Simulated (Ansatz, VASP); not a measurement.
**Two plane-wave programs on Ta**

```
CELL_PARAMETERS angstrom
-1.64020 1.64020 1.64020
1.64020 -1.64020 1.64020
1.64020 1.64020 -1.64020
ATOMIC_POSITIONS crystal
Ta 0.00000 0.00000 0.00000
```

Alike in both runs: task single point; functional HSE06; k mesh 6 × 6 × 6; occupations fermi-dirac, width 0.05 eV; no spin polarisation.

|  | VASP | Ansatz |
| --- | --- | --- |
| version | VASP 6.6.1 | Ansatz 0.2.0 |
| potentials or method | VASP PAW PBE potentials, release 64 (Ta_pv) | Ansatz PAW |
| plane-wave cutoff (eV) | 520 | 420 |
| valence electrons in the cell | 11 | 13 |

```tsv
	VASP	Ansatz	Ansatz less VASP
gap on the k mesh at the Fermi level (eV)	none	none	-
pressure (GPa)	7.9	9.2	+1.32
```

A gap of «none» marks a metal or a gap that the smearing closes. VASP's potentials hold 11 valence electrons a cell and Ansatz's 13, so a difference there can come from the potentials and not from the codes.

The k mesh is coarse, so the values compare programs but aren't converged. Neither program's run includes spin-orbit coupling.
